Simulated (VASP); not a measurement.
Set up this calculation in VASP 6.6.1, as the native input.

```
Task                   : single point
Functional             : BLYP
Potentials or basis    : VASP PAW PBE potentials, release 64 (Hf_pv)
Cutoff                 : 520 eV
k mesh                 : 8 × 8 × 11
Occupations            : fermi-dirac, width 0.1 eV
Spin                   : no spin polarisation
Dipole correction      : no
Further INCAR settings : ALGO = Normal; EDIFF = 1e-06; NBANDS = 22
```

The structure of Hf lies in POSCAR:

```
Hf
1.0
    4.8282174990      0.0000000000      0.0000000000
   -2.4141087495      4.1813590092      0.0000000000
    0.0000000000      0.0000000000      2.9998967887
Hf
3
Direct
    1.0000000000      0.0000000000      0.0000000000
    0.3333333333      0.6666666667      0.5000000000
    0.6666666667      0.3333333333      0.5000000000
```

This cell differs from its parent crystal: volume scaled by 0.88.

The input as run:

INCAR

```
  AGGAC = 1.0
  AGGAX = 1.0
  ALDAC = 0.0
  ALDAX = 1.0
  ALGO = Normal
  EDIFF = 1E-6
  ENCUT = 520
  GGA = B5
  ISIF = 2
  ISMEAR = -1
  LASPH = True
  LCHARG = False
  LREAL = False
  LWAVE = False
  NBANDS = 22
  NELM = 60
  PREC = Accurate
  SIGMA = 0.1
```

KPOINTS

```
k-points
0
Gamma
  8 8 11
```

Potentials or basis: VASP PAW PBE potentials, release 64 (Hf_pv).

The run is started by

```bash
$ cat potpaw_PBE.64/Hf_pv/POTCAR > POTCAR
$ mpirun -np 1 vasp_std > vasp.out
```

It gave:

| Quantity | Value |
| --- | --- |
| Pressure | 16.5 GPa |
| Band gap on the k mesh | zero (band 15 reaches 6.42 eV, above the bottom of band 16 at 5.48 eV) |

Caveat: the PAW data sets were made with another functional, which shifts forces and pressure a little; spin-orbit coupling is left out, which moves the levels of the heavy elements.

It took 32 s on 1 thread of Intel(R) Xeon(R) 6975P-C (Granite Rapids), with other jobs on the host, peak memory 0.21 GiB.
